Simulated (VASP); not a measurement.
Input of a VASP 6.6.1 run:

Contents of INCAR:

```
SYSTEM = S
ALGO = Normal ; EDIFF = 1E-6
ENCUT = 520 ; GGA = PE
ISIF = 2 ; ISMEAR = -1
LASPH = .TRUE. ; LCHARG = .TRUE.
LELF = .TRUE. ; LREAL = .FALSE.
LVHAR = .TRUE. ; LWAVE = .FALSE.
NBANDS = 13 ; NELM = 60
PREC = Accurate ; SIGMA = 0.08
```

File KPOINTS:

```
k-points
0
G
  13 13 13
  0 0 0
```

POSCAR

```
S
1.0
    1.8096089944     -1.0447782401      2.9569316305
    0.0000000000      2.0895564801      2.9569316305
   -1.8096089944     -1.0447782401      2.9569316305
S
2
Direct
    0.2500000000      0.2500000000      0.2500000000
   -0.2500000000     -0.2500000000     -0.2500000000
```

Potentials or basis: VASP PAW PBE potentials, release 64 (S).

Command:

```bash
$ cat potpaw_PBE.64/S/POTCAR > POTCAR
$ mpirun -np 1 vasp_std > vasp.out
```

What does it give for the band gap on the k mesh?

Zero (bands 6 and 7 overlap by 4.74 eV).

Estimate the pressure.

2.1 GPa.
